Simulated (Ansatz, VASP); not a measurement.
Two plane-wave programs on CdH2

The input POSCAR:

```
CdH2
1.0
    0.0000000000      2.5271675575      2.5271675575
    2.5271675575      0.0000000000      2.5271675575
    2.5271675575      2.5271675575      0.0000000000
Cd H
1 2
Direct
    0.0000000000      0.0000000000      0.0000000000
    0.2500000000      0.2500000000      0.2500000000
    0.7500000000      0.7500000000      0.7500000000
```

File INCAR.step1:

```
ALGO     = Normal         # electronic algorithm
EDIFF    = 1E-5           # SCF threshold, eV
ENCUT    = 520            # plane-wave cutoff, eV
GGA      = PE             # functional
ISIF     = 2              # what is computed and relaxed
ISMEAR   = -1             # smearing method
LASPH    = True           # aspherical terms in the spheres
LCHARG   = False          # write CHGCAR
LREAL    = False          # projectors in reciprocal space
LWAVE    = True           # write WAVECAR
NBANDS   = 14             # bands
NELM     = 60             # most SCF steps
PREC     = Accurate       # precision mode
SIGMA    = 0.02           # smearing width, eV
```

INCAR.step2

```
ALGO     = Normal         # electronic algorithm
EDIFF    = 1E-6           # SCF threshold, eV
ENCUT    = 520            # plane-wave cutoff, eV
GGA      = PE             # functional
HFSCREEN = 0.2079         # screening, 1/A
ISIF     = 2              # what is computed and relaxed
ISMEAR   = -1             # smearing method
ISTART   = 1            
LASPH    = True           # aspherical terms in the spheres
LCHARG   = False          # write CHGCAR
LHFCALC  = True           # exact exchange
LREAL    = False          # projectors in reciprocal space
LWAVE    = False          # write WAVECAR
NBANDS   = 14             # bands
NELM     = 60             # most SCF steps
PREC     = Accurate       # precision mode
PRECFOCK = Normal       
SIGMA    = 0.02           # smearing width, eV
```

KPOINTS

```
k-points
0
Gamma
  4 4 4
```

Input for Ansatz:

```yaml
crystal:
  lattice:
    - [0.0, 2.5271675575, 2.5271675575]
    - [2.5271675575, 0.0, 2.5271675575]
    - [2.5271675575, 2.5271675575, 0.0]
  atoms:
    - { symbol: Cd, position: [0.0, 0.0, 0.0] }
    - { symbol: H, position: [0.25, 0.25, 0.25] }
    - { symbol: H, position: [0.75, 0.75, 0.75] }
kpoints:
  mp_grid: { grid: [4, 4, 4] }
hamiltonian:
  xc: hse06
scf:
  occupations: { method: fermi_dirac, width: 0.02 }
  n_extra_bands: 4
output:
  forces: true
  stress: true
  eigenvalues: true
```

Alike in both runs: task single point; functional HSE06; k mesh 4 × 4 × 4; occupations fermi-dirac, width 0.02 eV; no spin polarisation.

|  | VASP | Ansatz |
| --- | --- | --- |
| version | VASP 6.6.1 | Ansatz 0.2.0 |
| potentials or method | VASP PAW PBE potentials, release 64 (Cd, H) | plane waves, PAW |
| plane-wave cutoff (eV) | 520 | 420 |
| valence electrons in the cell | 14 | 22 |

Ansatz gave:

| Item | Value |
| --- | --- |
| pressure (GPa) | 0.7 |

**Question.** Which values does VASP return?

**Answer.** Pressure (GPa): 1.0.

VASP's potentials hold 14 valence electrons a cell and Ansatz's 22, so a difference there can come from the potentials and not from the codes. Ansatz's warnings: filled band counts differ across k points, stress exchange threshold loose, stress scf threshold loose.

The k mesh is coarse, so the values compare programs but aren't converged.
